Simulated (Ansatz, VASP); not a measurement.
One calculation of KF, two programs

```xyz
2
Lattice="0.0000 2.8299 2.8299 2.8299 0.0000 2.8299 2.8299 2.8299 0.0000" Properties=species:S:1:pos:R:3 pbc="T T T"
K     0.0000    0.0000    0.0000
F     2.8299    2.8299    2.8299
```

Alike in both runs: task single point; functional RPBE; k mesh 8 × 8 × 8; occupations gaussian, width 0.05 eV; no spin polarisation.

```csv
,VASP,Ansatz
version,VASP 6.6.1,Ansatz 0.2.0
potentials or method,"VASP PAW PBE potentials, release 64 (K_sv, F), cutoff 520 eV","scalar-relativistic, plane waves, PAW"
valence electrons in the cell,16,16
```

```tsv
	VASP	Ansatz	Ansatz less VASP
gap on the k mesh at the Fermi level (eV)	5.64	5.65	+0.009
least direct gap on the mesh (eV)	5.64	5.65	+0.009
pressure (GPa)	-0.9	-0.8	+0.05
```

VASP's potentials were made for PBE, not for RPBE.
